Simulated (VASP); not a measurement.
Write the native input for VASP 6.6.1 that does the following.

- Task: single point
- Functional: PBE
- Potentials or basis: VASP PAW PBE potentials, release 64 (Mo_sv, Se, Zn)
- Cutoff: 520 eV
- k mesh: 9 × 9 × 2
- Occupations: fermi-dirac, width 0.05 eV
- Spin: no spin polarisation
- Dipole correction: no
- Further INCAR settings: ALGO = Normal; EDIFF = 1e-06; NBANDS = 41

The structure of ZnMo2Se4 lies in POSCAR:

```
ZnMo2Se4
1.0
    3.3353132771      0.0000000000      0.0000000000
   -1.6676566386      2.8884660275      0.0000000000
    0.0000000000      0.0000000000     17.9937886357
Mo Se Zn
2 4 1
Direct
    0.6666666667      0.3333333333      0.2392630000
    0.0000000000      0.0000000000      0.7732790000
    0.0000000000      0.0000000000      0.3332870000
    0.6666666667      0.3333333333      0.6788960000
    0.6666666667      0.3333333333      0.8669470000
    0.0000000000      0.0000000000      0.1453890000
    0.0000000000      0.0000000000      0.5199400000
```

The input as run:

INCAR

```
SYSTEM = ZnMo2Se4
PREC = Accurate
ENCUT = 520
EDIFF = 1E-6
ISMEAR = -1
SIGMA = 0.05
LREAL = .FALSE.
LASPH = .TRUE.
NELM = 60
ALGO = Normal
ISIF = 2
LWAVE = .FALSE.
LCHARG = .FALSE.
GGA = PE
NBANDS = 41
```

KPOINTS

```
Automatic mesh
0
G
  9 9 2
  0 0 0
```

Potentials or basis: VASP PAW PBE potentials, release 64 (Mo_sv, Se, Zn).

Run with:

```sh
$ cat potpaw_PBE.64/Mo_sv/POTCAR potpaw_PBE.64/Se/POTCAR potpaw_PBE.64/Zn/POTCAR > POTCAR
$ mpirun -np 1 vasp_std > vasp.out
```

It gave:

The pressure is -2.0 GPa, the largest force is 0.366 eV/Å and the band gap on the k mesh is 0.24 eV, direct.

Wall time 3.4 min on 1 thread of Intel(R) Xeon(R) Platinum 8375C CPU @ 2.90GHz (Ice Lake), on a shared host, peak memory 0.41 GiB.
